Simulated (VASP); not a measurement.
Runs of VASP 6.6.1 on Cd. The structure is that of space group Im-3m (No. 229), or close to it. The cells are those of the table. 

```tsv
cell	gap on the mesh (eV)	pressure (GPa)
a = 3.049 Å, angles 110.0, 110.0, 108.4°, 1 atom	none	0.9
a = 3.101 Å, angles 109.3, 109.3, 109.7°, 1 atom	none	(a)
a = 3.122 Å, angles 109.1, 109.1, 110.3°, 1 atom	none	-2.1
a = 3.070 Å, angles 109.7, 109.7, 108.9°, 1 atom	none	-0.1
```

Alike in all rows: task single point; level r2SCAN; potentials or basis VASP PAW PBE potentials, release 64 (Cd); no spin polarisation; k mesh 18 × 18 × 18; cutoff (eV) 520; smearing gaussian 0.15 eV.

Q: Estimate the missing entries.

A: (a) -1.4.

Caveats: the PAW data sets were made with another functional, which shifts forces and pressure a little.

A k mesh can miss the band edges, and the runs leave out spin-orbit coupling on Cd.

A gap of «none» marks levels without a gap at the run's occupations.
